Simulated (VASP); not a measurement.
# Sb (R-3m) in VASP: electric field gradients with LDA

Aim: the electric field gradients of Sb with LDA.

Program: VASP 6.6.1. These are calculated values, not measurements. Logs are shortened: lines on timing, memory, paths and dates and some standing lists are left out, and cuts for length are marked.

## (1) The cell of the first run

It takes space group R-3m (No. 166, trigonal). Conventional cell: a = 4.308 Å, b = 4.308 Å, c = 11.274 Å, α = 90.00°, β = 90.00°, γ = 120.00°. Sb (site symmetry 3m) has 6 Sb at 2.91 to 3.35 Å within 3.8 Å.

## (2) Electric field gradients, LDA

INCAR

```
PREC = Accurate
ENCUT = 520
EDIFF = 1E-8
ISMEAR = -1
SIGMA = 0.05
LREAL = Auto
LASPH = T
NELM = 60
ALGO = Normal
ISIF = 2
LWAVE = F
LCHARG = F
GGA = CA
LEFG = T
NBANDS = 54
```

KPOINTS

```
Automatic mesh
0
Gamma
  5 5 5
```

POSCAR

```
Sb
1.0
    4.3084000000      2.4874558998      7.5160000000
   -4.3084000000      2.4874558998      7.5160000000
    0.0000000000     -4.9749117996      7.5160000000
Sb
16
Direct
    0.1167450000      0.1167450000      0.1167450000
    0.1167450000      0.1167450000      0.6167450000
    0.1167450000      0.6167450000      0.1167450000
    0.1167450000      0.6167450000      0.6167450000
    0.6167450000      0.1167450000      0.1167450000
    0.6167450000      0.1167450000      0.6167450000
    0.6167450000      0.6167450000      0.1167450000
    0.6167450000      0.6167450000      0.6167450000
    0.3832550000      0.3832550000      0.3832550000
    0.3832550000      0.3832550000      0.8832550000
    0.3832550000      0.8832550000      0.3832550000
    0.3832550000      0.8832550000      0.8832550000
    0.8832550000      0.3832550000      0.3832550000
    0.8832550000      0.3832550000      0.8832550000
    0.8832550000      0.8832550000      0.3832550000
    0.8832550000      0.8832550000      0.8832550000
```

Potentials or basis: VASP PAW LDA potentials, release 64 (Sb).

Launch:

```bash
cat potpaw_LDA.64/Sb/POTCAR > POTCAR
mpirun -np 1 vasp_std > vasp.out
```

OUTCAR:

```text
PREC = Accurate
   ENCUT = 520
   EDIFF = 1E-8
   ISMEAR = -1
   LREAL = Auto
   LASPH = T
   NELM = 60
   ISIF = 2
   GGA = CA

 ion  position               nearest neighbor table
   1  0.117  0.117  0.117-  12 2.91  14 2.91  15 2.91  11 3.35  13 3.35  10 3.35
   2  0.117  0.117  0.617-  11 2.91  13 2.91  16 2.91  14 3.35  12 3.35   9 3.35
   3  0.117  0.617  0.117-  10 2.91  16 2.91  13 2.91  15 3.35   9 3.35  12 3.35
   4  0.117  0.617  0.617-   9 2.91  15 2.91  14 2.91  10 3.35  16 3.35  11 3.35
   5  0.617  0.117  0.117-  10 2.91  16 2.91  11 2.91  15 3.35   9 3.35  14 3.35
   6  0.617  0.117  0.617-   9 2.91  15 2.91  12 2.91  10 3.35  16 3.35  13 3.35
[... 8 lines left out ...]
  15  0.883  0.883  0.383-   4 2.91   6 2.91   1 2.91   5 3.35   3 3.35   8 3.35
  16  0.883  0.883  0.883-   3 2.91   5 2.91   2 2.91   4 3.35   6 3.35   7 3.35
[... 7 lines left out ...]
 A1 = (   4.3084000000,   2.4874558998,   7.5160000000)
 A2 = (  -4.3084000000,   2.4874558998,   7.5160000000)
 A3 = (   0.0000000000,  -4.9749117996,   7.5160000000)

Analysis of symmetry for initial positions (statically):
=====================================================================
 Subroutine PRICEL returns following result:

  LATTYP: Found a trigonal (rhomboedric) cell.
 ALAT       =     4.5066618304
 COS(alpha) =     0.5430253624

  Lattice vectors:

 A1 = (   2.1542000000,   1.2437279499,   3.7580000000)
 A2 = (  -2.1542000000,   1.2437279499,   3.7580000000)
 A3 = (   0.0000000000,  -2.4874558998,   3.7580000000)

   8 primitive cells build up your supercell.

 Routine SETGRP: Setting up the symmetry group for a
 trigonal (rhombohedral) supercell.

 Subroutine GETGRP returns: Found 12 space group operations
 (whereof 12 operations were pure point group operations)
 out of a pool of 12 trial point group operations.

The static configuration has the point symmetry D_3d.

Analysis of symmetry for dynamics (positions and initial velocities):
=====================================================================
 Subroutine PRICEL returns following result:

  LATTYP: Found a trigonal (rhomboedric) cell.
 ALAT       =     4.5066618304
 COS(alpha) =     0.5430253624

  Lattice vectors:

 A1 = (   2.1542000000,   1.2437279499,   3.7580000000)
 A2 = (  -2.1542000000,   1.2437279499,   3.7580000000)
 A3 = (   0.0000000000,  -2.4874558998,   3.7580000000)

   8 primitive cells build up your supercell.

 Routine SETGRP: Setting up the symmetry group for a
 trigonal (rhombohedral) supercell.

 Subroutine GETGRP returns: Found 12 space group operations
 (whereof 12 operations were pure point group operations)
 out of a pool of 12 trial point group operations.

The dynamic configuration has the point symmetry D_3d.

 Subroutine INISYM returns: Found 12 space group operations
 (whereof 12 operations are pure point group operations),
 and found     8 'primitive' translations

----------------------------------------------------------------------------------------

                                     Primitive cell

  volume of cell :      60.4115

  direct lattice vectors                    reciprocal lattice vectors
     2.154200000  1.243727950  3.758000000     0.232104726  0.134005726  0.088699663
    -2.154200000  1.243727950  3.758000000    -0.232104726  0.134005726  0.088699663
     0.000000000 -2.487455900  3.758000000     0.000000000 -0.268011452  0.088699663

  length of vectors
     4.506661830  4.506661830  4.506661830     0.282307932  0.282307932  0.282307932

  position of ions in fractional coordinates (direct lattice)
     0.233490000  0.233490000  0.233490000
[... 71 lines left out ...]
   NELM   =     60;   NELMIN=  2; NELMDL= -5     # of ELM steps
   EDIFF  = 0.1E-07   stopping-criterion for ELM
   LREAL  =      T    real-space projection
   EDIFFG = 0.1E-06   stopping-criterion for IOM
   NSW    =      0    number of steps for IOM
   IBRION =     -1    ionic relax: 0-MD 1-quasi-New 2-CG
   NFREE  =      0    steps in history (QN), initial steepest desc. (CG)
   ISIF   =      2    stress and relaxation
   ISYM   =      2    0-nonsym 1-usesym 2-fastsym
   POTIM  = 0.5000    time-step for ionic-motion
   TEBEG  =    0.0;   TEEND  =   0.0 temperature during run
   PSTRESS=    0.0 pullay stress
   NELECT =      80.0000    total number of electrons
   NUPDOWN=      -1.0000    fix difference up-down
   EMIN   =  10.00;   EMAX   =-10.00  energy-range for DOS
   EFERMI =   0.00;   METHOD = LEGACY
   ISMEAR =    -1;   SIGMA  =   0.05  broadening in eV -4-tet -1-fermi 0-gaus
   EFERMI_NEDOS =   21; number of points for ismear=-14 and -15
   IALGO  =     38    algorithm
   IMIX   =      4    mixing-type and parameters
     AMIX     =   0.40;   BMIX     =  1.00
     AMIX_MAG =   1.60;   BMIX_MAG =  1.00
  volume/ion in A,a.u.               =      30.21       203.84
  Fermi-wavevector in a.u.,A,eV,Ry     =   0.898880  1.698637 10.993305  0.807985
  Thomas-Fermi vector in A             =   2.021644
   LORBIT       =      0    0 simple, 1 ext, 2 COOP (PROOUT), +10 PAW based schemes
   GGA     = CA    functional components
   LHFCALC =     F    Hartree Fock is set to
   AEXX    =    0.0000 exact exchange contribution
   IVDW    =     0    specifies the selected vdW correction
   LEPSILON=     F    determine dielectric tensor
   LRPA    =     F    only Hartree local field effects (RPA)
 non-spin polarized calculation
  energy-cutoff  :      520.00
  volume of cell :      483.29
 maximum number of plane-waves:     13050
 NGX is ok and might be reduce to    70
   NGX = 33   NGY = 33   NGZ = 33

 number of electron      80.0000004 magnetization

 Free energy of the ion-electron system (eV)
  ---------------------------------------------------
  ext. energy  EPLUGINS =         0.00000000
  ---------------------------------------------------
  free energy    TOTEN  =       -76.97849392 eV

  energy without entropy =      -76.96685174  energy(sigma->0) =      -76.97267283

 E-fermi :   7.1085     XC(G=0):  -9.7174

 val. band max:        7.0668082714   @ k =  -0.2000   0.2000   0.2000
 cond. band min:       7.2284577917   @ k =  -0.2000   0.2000   0.2000
 fundamental gap:      0.1616495203
 Fermi energy:         7.1084801131

 k-point     1 :       0.0000    0.0000    0.0000
  band No.  band energies     occupation
      1      -5.6014      2.00000
      2      -4.0823      2.00000
      3      -3.2541      2.00000
      4      -3.2541      2.00000
      5      -3.2541      2.00000
      6      -3.2510      2.00000
[... 1034 lines left out ...]
     51       9.4935      0.00000
     52       9.5400      0.00000
 [bands above 52 left out]

------------------------ aborting loop because EDIFF is reached ----------------------------------------

  FORCE on cell =-STRESS in cart. coord.  units (eV):
  Direction    XX          YY          ZZ          XY          YZ          ZX
  --------------------------------------------------------------------------------------
  -------------------------------------------------------------------------------------
  Total       -2.1790413     -2.1790413     -3.7010896      0.0000000      0.0000000      0.0000000
  in kB       -7.2238150     -7.2238150    -12.2696098      0.0000000      0.0000000      0.0000000
  external PRESSURE =      -8.9057466 kB  Pullay stress =       0.0000000 kB

 VOLUME and BASIS-vectors are now :
 -----------------------------------------------------------------------------
  energy-cutoff  :      520.00
  volume of cell :      483.29
      direct lattice vectors                 reciprocal lattice vectors
     4.308400000  2.487455900  7.516000000     0.116052363  0.067002863  0.044349831
    -4.308400000  2.487455900  7.516000000    -0.116052363  0.067002863  0.044349831
     0.000000000 -4.974911800  7.516000000     0.000000000 -0.134005726  0.044349831

 POSITION                                       TOTAL-FORCE (eV/Angst)
 -----------------------------------------------------------------------------------
      0.00000      0.00000      2.63237         0.000000      0.000000      0.115297
      0.00000     -2.48746      6.39037         0.000000      0.000000      0.115297
     -2.15420      1.24373      6.39037         0.000000     -0.000000      0.115297
     -2.15420     -1.24373     10.14837         0.000000      0.000000      0.115297
      2.15420      1.24373      6.39037         0.000000      0.000000      0.115297
      2.15420     -1.24373     10.14837         0.000000     -0.000000      0.115297
[... 8 lines left out ...]
      0.00000      2.48746     16.15763         0.000000     -0.000000     -0.115297
      0.00000      0.00000     19.91563         0.000000     -0.000000     -0.115297
 -----------------------------------------------------------------------------------
    total drift:                                0.000000     -0.000000     -0.000000

  FREE ENERGIE OF THE ION-ELECTRON SYSTEM (eV)
  ---------------------------------------------------
  free  energy   TOTEN  =       -76.9784939242 eV

  energy  without entropy=      -76.9668517370  energy(sigma->0) =      -76.97267283

 Electric field gradients (V/A^2)
---------------------------------------------------------------------
 ion       V_xx      V_yy      V_zz      V_xy      V_xz      V_yz
---------------------------------------------------------------------
   1      21.520    21.520   -43.041    -0.000    -0.000    -0.000
   2      21.520    21.520   -43.041     0.000    -0.000    -0.000
   3      21.520    21.520   -43.041     0.000    -0.000    -0.000
   4      21.520    21.520   -43.041     0.000    -0.000    -0.000
   5      21.520    21.520   -43.041     0.000    -0.000    -0.000
   6      21.520    21.520   -43.041     0.000    -0.000    -0.000
[... 8 lines left out ...]
  15      21.520    21.520   -43.041     0.000     0.000    -0.000
  16      21.520    21.520   -43.041     0.000     0.000    -0.000
---------------------------------------------------------------------

 Electric field gradients after diagonalization (V/A^2)
 (convention: |V_zz| > |V_xx| > |V_yy|)
----------------------------------------------------------------------
 ion       V_xx      V_yy      V_zz     asymmetry (V_yy - V_xx)/ V_zz
----------------------------------------------------------------------
   1      21.520    21.520   -43.041       0.000
   2      21.520    21.520   -43.041       0.000
   3      21.520    21.520   -43.041       0.000
   4      21.520    21.520   -43.041       0.000
   5      21.520    21.520   -43.041       0.000
   6      21.520    21.520   -43.041       0.000
[... 8 lines left out ...]
  15      21.520    21.520   -43.041       0.000
  16      21.520    21.520   -43.041       0.000
----------------------------------------------------------------------

           NMR quadrupolar parameters

 Cq : quadrupolar parameter    Cq=e*Q*V_zz/h
 eta: asymmetry parameters     (V_yy - V_xx)/ V_zz
 Q  : nuclear electric quadrupole moment in mb (millibarn)
----------------------------------------------------------------------
 ion       Cq(MHz)       eta       Q (mb)
----------------------------------------------------------------------
   1      -0.104       0.000       1.000
   2      -0.104       0.000       1.000
   3      -0.104       0.000       1.000
   4      -0.104       0.000       1.000
   5      -0.104       0.000       1.000
   6      -0.104       0.000       1.000
[... 8 lines left out ...]
  15      -0.104       0.000       1.000
  16      -0.104       0.000       1.000
----------------------------------------------------------------------
```

It took 21 min on 1 thread of Intel Xeon Platinum 8259CL at 2.50GHz (Skylake/Cascade Lake), shared host; peak memory 0.67 GiB.

What came out:

| Property | Result |
| --- | --- |
| Free energy | -76.9785 eV |
| Pressure | -0.9 GPa |
| Largest force | 0.115 eV/Å |
| Band gap on the k mesh | zero (bands 40 and 41 overlap by 0.18 eV) |
| Largest electric field gradient by atom | Sb -43.0 V/Å² |

Forces in eV/Å, atoms in the order of the input:
```
Sb   0.000  0.000  0.115
Sb   0.000  0.000  0.115
Sb   0.000  0.000  0.115
Sb   0.000  0.000  0.115
Sb   0.000  0.000  0.115
Sb   0.000  0.000  0.115
Sb   0.000  0.000  0.115
Sb   0.000  0.000  0.115
Sb   0.000  0.000 -0.115
Sb   0.000  0.000 -0.115
Sb   0.000  0.000 -0.115
Sb   0.000  0.000 -0.115
Sb   0.000  0.000 -0.115
Sb   0.000  0.000 -0.115
Sb   0.000  0.000 -0.115
Sb   0.000  0.000 -0.115
```

Levels at points of the mesh, in eV from the Fermi level:
```csv
k point,band 37,band 38,band 39,band 40,band 41,band 42,band 43,band 44
"(0.00, 0.00, 0.00)",-0.51,-0.24,-0.24,-0.24,-0.22,-0.22,-0.22,0.17
```

Electric field gradients, principal values (V/Å²):
```
 atom   least  middle  greatest (by size)
 1 Sb  21.520  21.520             -43.041
 2 Sb  21.520  21.520             -43.041
 3 Sb  21.520  21.520             -43.041
 4 Sb  21.520  21.520             -43.041
 5 Sb  21.520  21.520             -43.041
 6 Sb  21.520  21.520             -43.041
 7 Sb  21.520  21.520             -43.041
 8 Sb  21.520  21.520             -43.041
 9 Sb  21.520  21.520             -43.041
10 Sb  21.520  21.520             -43.041
11 Sb  21.520  21.520             -43.041
12 Sb  21.520  21.520             -43.041
13 Sb  21.520  21.520             -43.041
14 Sb  21.520  21.520             -43.041
15 Sb  21.520  21.520             -43.041
16 Sb  21.520  21.520             -43.041
```

Caveat: without QUAD_EFG the Cq values of the log hold for a quadrupole moment of 1 mb, not for the nuclei; spin-orbit coupling is left out, which moves the levels of the heavy elements.

The gap in the log of VASP goes by the Fermi energy; the results here count the filled bands.